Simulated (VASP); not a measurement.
Set up this calculation in VASP 6.6.1, as the native input.

| Item | Value |
| --- | --- |
| Task | single point |
| Functional | PBEsol |
| Potentials or basis | VASP PAW PBE potentials, release 64 (Te) |
| Cutoff | 520 eV |
| k mesh | 11 × 11 × 11 |
| Occupations | fermi-dirac, width 0.1 eV |
| Spin | no spin polarisation |
| Dipole correction | no |
| Further INCAR settings | ALGO = Normal; EDIFF = 1e-07; NBANDS = 9 |

The structure of Te lies in POSCAR:

```
Te
1.0
    3.0645148018      0.0000000000      0.0000000000
    0.0000000000      3.0645148018      0.0000000000
    0.0000000000      0.0000000000      3.0645148018
Te
1
Direct
    0.0000000000      0.0000000000      0.0000000000
```

This cell differs from its parent crystal: volume scaled by 0.92.

These files were run (other wordings do the same):

INCAR

```
PREC     = Accurate       # precision mode
ENCUT    = 520            # plane-wave cutoff, eV
EDIFF    = 1E-7           # SCF threshold, eV
ISMEAR   = -1             # smearing method
SIGMA    = 0.1            # smearing width, eV
LREAL    = False          # projectors in reciprocal space
LASPH    = True           # aspherical terms in the spheres
NELM     = 60             # most SCF steps
ALGO     = Normal         # electronic algorithm
ISIF     = 2              # what is computed and relaxed
LWAVE    = False          # write WAVECAR
LCHARG   = False          # write CHGCAR
GGA      = PS             # functional
NBANDS   = 9              # bands
```

KPOINTS

```
Automatic mesh
0
Gamma
  11 11 11
```

Potentials or basis: VASP PAW PBE potentials, release 64 (Te).

Launch:

```bash
$ cat potpaw_PBE.64/Te/POTCAR > POTCAR
$ mpirun -np 1 vasp_std > vasp.out
```

Results of the run:

```yaml
Pressure: 6.1 GPa
Band_gap_on_the_k_mesh: zero (band 3 reaches 11.07 eV, above the bottom of band 4 at 4.79 eV)
```

Caveat: the PAW data sets were made with another functional, which shifts forces and pressure a little; spin-orbit coupling is left out, which moves the levels of the heavy elements.

Run time: 5.5 s on 1 thread of Intel(R) Xeon(R) Platinum 8488C (Sapphire Rapids) (shared host), peak memory 0.14 GiB.
